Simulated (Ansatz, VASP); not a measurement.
# Two plane-wave programs on Os

```xyz
1
Lattice="0.0000 1.9450 1.9450 1.9158 0.0000 1.9450 1.9158 1.9450 0.0000" Properties=species:S:1:pos:R:3 pbc="T T T"
Os    0.0000    0.0000    0.0000
```

Change from the starting cell: strain -0.0150 x Voigt [1, 0, 0, 0, 0, 0], atoms carried along.

Alike in both runs: task single point; functional r2SCAN; k mesh 20 × 20 × 20; occupations gaussian, width 0.15 eV; no spin polarisation.

|  | VASP | Ansatz |
| --- | --- | --- |
| version | VASP 6.6.1 | Ansatz 0.2.0 |
| potentials or method | VASP PAW PBE potentials, release 64 (Os), cutoff 520 eV | scalar-relativistic, plane waves, PAW |
| valence electrons in the cell | 8 | 16 |

|  | VASP | Ansatz | Ansatz less VASP |
| --- | --- | --- | --- |
| gap on the k mesh at the Fermi level (eV) | none | none | - |
| pressure (GPa) | -10.9 | -11.6 | -0.70 |
| traceless stress, the component that is largest in VASP (GPa) | 3.02 | 3.01 | -0.012 |

VASP's potentials were made for PBE, not for r2SCAN. A gap of «none» marks a metal or a gap that the smearing closes. VASP's potentials hold 8 valence electrons a cell and Ansatz's 16, so a difference there can come from the potentials and not from the codes.

Spin-orbit coupling is off throughout.
